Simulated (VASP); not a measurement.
Input of a VASP 6.6.1 run:

INCAR

```
PREC     = Accurate       # precision mode
ENCUT    = 520            # plane-wave cutoff, eV
EDIFF    = 1E-7           # SCF threshold, eV
ISMEAR   = -1             # smearing method
SIGMA    = 0.05           # smearing width, eV
LREAL    = False          # projectors in reciprocal space
LASPH    = True           # aspherical terms in the spheres
NELM     = 100            # most SCF steps
ALGO     = Normal         # electronic algorithm
ISIF     = 2              # what is computed and relaxed
LWAVE    = False          # write WAVECAR
LCHARG   = False          # write CHGCAR
GGA      = PE             # functional
NBANDS   = 11             # bands
```

KPOINTS

```
regular mesh
0
Gamma
  13 13 13
```

File POSCAR:

```
BeTe
1.0
    0.0000000000      2.6978085117      2.6978085117
    2.6978085117      0.0000000000      2.6978085117
    2.6978085117      2.6978085117      0.0000000000
Be Te
1 1
Direct
    0.0000000000      0.0000000000      0.0000000000
    0.5000000000      0.5000000000      0.5000000000
```

Potentials or basis: VASP PAW PBE potentials, release 64 (Be, Te).

Launch:

```console
$ cat potpaw_PBE.64/Be/POTCAR potpaw_PBE.64/Te/POTCAR > POTCAR
$ mpirun -np 1 vasp_std > vasp.out
```

Estimate the pressure.

-1.2 GPa.

What does it give for the band gap on the k mesh?

Zero (band 4 reaches 7.28 eV, above the bottom of band 5 at 6.11 eV).

Caveat: spin-orbit coupling is left out, which moves the levels of the heavy elements.
